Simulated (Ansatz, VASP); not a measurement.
**SiO2 in VASP and in Ansatz**

```
Si O
1.0
     4.95222    0.00000    0.00000
    -2.47611    4.28875    0.00000
     0.00000    0.00000    5.50127
Si O
3 6
Direct
  0.00000 0.50000 0.33333
  0.50000 0.50000 0.66667
  0.50000 0.00000 0.00000
  0.58396 0.79198 0.83333
  0.79198 0.58396 0.50000
  0.79198 0.20802 0.16667
  0.41604 0.20802 0.83333
  0.20802 0.41604 0.50000
  0.20802 0.79198 0.16667
```

Change from the starting cell: strain -0.030 along x and y, -0.015 along z, atoms carried along.

Alike in both runs: task single point; functional PBE; k mesh 6 × 6 × 4; occupations gaussian, width 0.05 eV; no spin polarisation.

|  | VASP | Ansatz |
| --- | --- | --- |
| version | VASP 6.6.1 | Ansatz 0.2.0 |
| potentials or method | VASP PAW PBE potentials, release 64 (Si, O), cutoff 520 eV | scalar-relativistic, plane waves, PAW |
| valence electrons in the cell | 48 | 48 |

Ansatz gave:

```
gap on the k mesh at the Fermi level (eV)                     : 5.96
least direct gap on the mesh (eV)                             : 6.13
pressure (GPa)                                                : 15.3
traceless stress, the component that is largest in VASP (GPa) : -0.52
rms of the force components (eV/Å)                            : 0.303
```

What did VASP give for the same quantities?

gap on the k mesh at the Fermi level (eV): 5.96; least direct gap on the mesh (eV): 6.13; pressure (GPa): 15.5; traceless stress, the component that is largest in VASP (GPa): -0.47; rms of the force components (eV/Å): 0.297.

Atom by atom the forces differ by 0.006 eV/Å (rms over components). The functional is the same, so the differences come from potentials, cutoffs and numerics.
